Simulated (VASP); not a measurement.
Wanted: the native input for a VASP 6.6.1 run.

- Task: single point
- Functional: PBE
- Potentials or basis: VASP PAW PBE potentials, release 64 (Al, N)
- Cutoff: 520 eV
- k mesh: 9 × 9 × 6
- Occupations: gaussian, width 0.05 eV
- Spin: no spin polarisation
- Dipole correction: no
- Further INCAR settings: ALGO = Normal; EDIFF = 1e-06; NBANDS = 16

The structure of AlN lies in POSCAR:

```
AlN
1.0
    3.1612000000      0.0000000000      0.0000000000
   -1.5806000000      2.7376795064      0.0000000000
    0.0000000000      0.0000000000      4.4149000000
Al N
2 2
Direct
    0.3333333333      0.6666666667     -0.0211236996
    0.6666666667      0.3333333333      0.4788763004
    0.3333333333      0.6666666667      0.4061236996
    0.6666666667      0.3333333333      0.9061236996
```

The input as run:

INCAR

```
SYSTEM = AlN
PREC = Accurate ; ENCUT = 520
EDIFF = 1E-6 ; ISMEAR = 0
SIGMA = 0.05 ; LREAL = .False.
LASPH = .True. ; NELM = 100
ALGO = Normal ; ISIF = 2
LWAVE = .False. ; LCHARG = .False.
GGA = PE ; NBANDS = 16
```

KPOINTS

```
regular mesh
0
Gamma
  9 9 6
  0 0 0
```

Potentials or basis: VASP PAW PBE potentials, release 64 (Al, N).

The run is started by

```sh
$ cat potpaw_PBE.64/Al/POTCAR potpaw_PBE.64/N/POTCAR > POTCAR
$ mpirun -np 1 vasp_std > vasp.out
```

It gave:

| Property | Result |
| --- | --- |
| Pressure | 18.8 GPa |
| Band gap on the k mesh | 3.95 eV, direct |

Wall time 8.4 s on 1 thread of Intel(R) Xeon(R) 6975P-C (Granite Rapids) (shared host), peak memory 0.15 GiB.
